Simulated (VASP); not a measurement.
Here is a VASP 6.6.1 calculation.

File INCAR:

```
PREC     = Accurate       # precision mode
ENCUT    = 520            # plane-wave cutoff, eV
EDIFF    = 1E-7           # SCF threshold, eV
ISMEAR   = -1             # smearing method
SIGMA    = 0.03           # smearing width, eV
LREAL    = False          # projectors in reciprocal space
LASPH    = True           # aspherical terms in the spheres
NELM     = 150            # most SCF steps
ALGO     = Normal         # electronic algorithm
ISIF     = 2              # what is computed and relaxed
LWAVE    = False          # write WAVECAR
LCHARG   = False          # write CHGCAR
ISPIN    = 2              # spin polarisation
MAGMOM   = 0 0.83         # initial moments
LORBIT   = 11             # projections on sites
NUPDOWN  = 0.83           # fixed moment
LMAXMIX  = 4              # l up to which the mixer works
GGA      = PE             # functional
NBANDS   = 19             # bands
```

KPOINTS

```
Automatic mesh
0
Gamma
  10 10 10
```

Contents of POSCAR:

```
NiO
1.0
    0.0000000000      2.0893000000      2.0893000000
    2.0893000000      0.0000000000      2.0893000000
    2.0893000000      2.0893000000      0.0000000000
O Ni
1 1
Direct
    0.5000000000      0.5000000000      0.5000000000
    0.0000000000      0.0000000000      0.0000000000
```

Potentials or basis: VASP PAW PBE potentials, release 64 (O, Ni).

Run with:

```bash
$ cat potpaw_PBE.64/O/POTCAR potpaw_PBE.64/Ni/POTCAR > POTCAR
$ mpirun -np 1 vasp_std > vasp.out
```

(1) Estimate the pressure.

Results:

(1) -0.9 GPa.

Caveat: the total moment is fixed, so each spin has its own Fermi level; a cell with one magnetic atom can't hold antiferromagnetic order, which such compounds often take.
